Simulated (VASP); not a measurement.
**AlN: single point with PBEsol-based global hybrid with 25 % exact exchange**

The system is AlN.

```
CELL_PARAMETERS angstrom
0.00000 2.15448 2.15448
2.15448 0.00000 2.15448
2.15448 2.15448 0.00000
ATOMIC_POSITIONS crystal
Al 0.00000 0.00000 0.00000
N 0.25000 0.25000 0.25000
```

```
Program             : VASP 6.6.1
Task                : single point
Functional          : PBEsol-based global hybrid with 25 % exact exchange
Potentials or basis : VASP PAW PBE potentials, release 64 (Al, N)
Cutoff              : 520 eV
k mesh              : 5 × 5 × 5
Occupations         : fermi-dirac, width 0.05 eV
Spin                : no spin polarisation
```

The pressure is 6.4 GPa and the band gap on the k mesh is 5.91 eV (least direct gap 6.69 eV).

Levels at points of the mesh, in eV from the valence-band top:
| k point | band 2 | band 3 | band 4 | band 5 | band 6 | band 7 |
| --- | --- | --- | --- | --- | --- | --- |
| (0.00, 0.00, 0.00) | 0.00 | 0.00 | 0.00 | 6.69 | 15.40 | 15.40 |

Run time: 2.9 min on 1 thread of AMD EPYC 7R43 64-Core Processor (Zen 3), on a shared host, peak memory 0.1 GiB.

Caveat: the k points lie up to 0.51 Å⁻¹ apart; the PAW data sets were made with another functional, which shifts forces and pressure a little; an odd mesh through Γ misses points on the zone boundary, where band edges can lie.
